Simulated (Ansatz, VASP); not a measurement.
## One calculation of WS, two programs

```xyz
2
Lattice="0.0000 2.9595 2.9595 2.9595 0.0000 2.9595 2.9595 2.9595 0.0000" Properties=species:S:1:pos:R:3 pbc="T T T"
W     0.0000    0.0000    0.0000
S     1.4797    1.4797    1.4797
```

Alike in both runs: functional r2SCAN; k mesh 12 × 12 × 12; occupations gaussian, width 0.1 eV; collinear spin; Hubbard terms W d U = 6.2 eV.

Ansatz relaxed the structure, and its values are those at the end. VASP's run is a single point on that final structure, the one shown.

|  | VASP | Ansatz |
| --- | --- | --- |
| version | VASP 6.6.1 | Ansatz 0.2.0 |
| potentials or method | VASP PAW PBE potentials, release 64 (W_sv, S), cutoff 520 eV | scalar-relativistic, plane waves, PAW |
| valence electrons in the cell | 20 | 20 |

Ansatz gave:

* gap on the k mesh at the Fermi level (eV): none
* pressure (GPa): 0.0
* net moment per atom (μB): 2.00
* size of the moment on the site where the two differ most (μB): 2.76

Which values does VASP return?

gap on the k mesh at the Fermi level (eV): none; pressure (GPa): -1.7; net moment per atom (μB): 2.00; size of the moment on the site where the two differ most (μB): 3.25.

VASP's potentials were made for PBE, not for r2SCAN. Site moments also hang on the region over which each program counts them. The programs project onto different local orbitals, so the same U acts differently, and such runs can settle in different states. A gap of «none» marks a metal or a gap that the smearing closes. Ansatz's warnings: filled band counts differ across k points.

Spin-orbit coupling is off throughout.
